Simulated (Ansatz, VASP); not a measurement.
LiH in VASP and in Ansatz

File POSCAR:

```
LiH
1.0
    0.0000000000      1.8835605110      1.9984726907
    1.8835605110      0.0000000000      1.9984726907
    1.8835605110      1.8835605110      0.0000000000
Li H
1 1
Direct
    0.0000000000      0.0000000000      0.0000000000
    0.5000000000      0.5000000000      0.5000000000
```

The input INCAR.step1:

```
SYSTEM = LiH
ALGO     = Normal         ! electronic algorithm
EDIFF    = 1E-5           ! SCF threshold, eV
ENCUT    = 520            ! plane-wave cutoff, eV
GGA      = PE             ! functional
ISIF     = 2              ! what is computed and relaxed
ISMEAR   = 0              ! smearing method
LASPH    = .True.         ! aspherical terms in the spheres
LCHARG   = .False.        ! write CHGCAR
LREAL    = .False.        ! projectors in reciprocal space
LWAVE    = .True.         ! write WAVECAR
NBANDS   = 9              ! bands
NELM     = 60             ! most SCF steps
PREC     = Accurate       ! precision mode
SIGMA    = 0.01           ! smearing width, eV
```

Contents of INCAR.step2:

```
SYSTEM = LiH
ALGO     = Normal         ! electronic algorithm
EDIFF    = 1E-7           ! SCF threshold, eV
ENCUT    = 520            ! plane-wave cutoff, eV
GGA      = PE             ! functional
HFSCREEN = 0.2079         ! screening, 1/A
ISIF     = 2              ! what is computed and relaxed
ISMEAR   = 0              ! smearing method
ISTART   = 1            
LASPH    = .True.         ! aspherical terms in the spheres
LCHARG   = .False.        ! write CHGCAR
LHFCALC  = .True.         ! exact exchange
LREAL    = .False.        ! projectors in reciprocal space
LWAVE    = .False.        ! write WAVECAR
NBANDS   = 9              ! bands
NELM     = 60             ! most SCF steps
PREC     = Accurate       ! precision mode
PRECFOCK = Normal       
SIGMA    = 0.01           ! smearing width, eV
```

The input KPOINTS:

```
k-points
0
Gamma
  8 8 8
  0 0 0
```

Input for Ansatz:

```yaml
crystal:
  lattice:
    - [0.0, 1.883560511, 1.9984726907]
    - [1.883560511, 0.0, 1.9984726907]
    - [1.883560511, 1.883560511, 0.0]
  atoms:
    - { symbol: Li, position: [0.0, 0.0, 0.0] }
    - { symbol: H, position: [0.5, 0.5, 0.5] }
kpoints:
  mp_grid: { grid: [8, 8, 8] }
  band_path:
    path:
      - [0.0, 0.0, 0.0]
      - [0.5, 0.0, 0.5]
      - [0.625, 0.25, 0.625]
      - [0.375, 0.375, 0.75]
      - [0.5, 0.5, 0.5]
      - [0.5, 0.25, 0.75]
      - [0.0, 0.5, 0.5]
      - [0.5, 0.5, 0.0]
    npoints: 1
hamiltonian:
  xc: hse06
scf:
  occupations: { method: fixed }
  n_extra_bands: 4
output:
  forces: true
  stress: true
  eigenvalues: true
  write_density: true
  write_potential: true
  elf: true
  volumetric_format: npy
```

Change from the starting cell: biaxial_xy strain -5.8%.

Alike in both runs: task single point; functional HSE06; k mesh 8 × 8 × 8; no spin polarisation.

```csv
,VASP,Ansatz
version,VASP 6.6.1,Ansatz 0.2.0
potentials or method,"VASP PAW PBE potentials, release 64 (Li_sv, H)","plane waves, PAW"
plane-wave cutoff (eV),520,420
occupations,"gaussian, width 0.01 eV",fixed
valence electrons in the cell,4,4
```

|  | VASP | Ansatz | Ansatz less VASP |
| --- | --- | --- | --- |
| gap on the k mesh at the Fermi level (eV) | 3.13 | 3.13 | +0.001 |

Ansatz's warnings: stress exchange threshold loose, stress scf threshold loose.

Noted on VASP's run: the cutoff is under 1.25 times that of the potentials, so the pressure is a little rough.
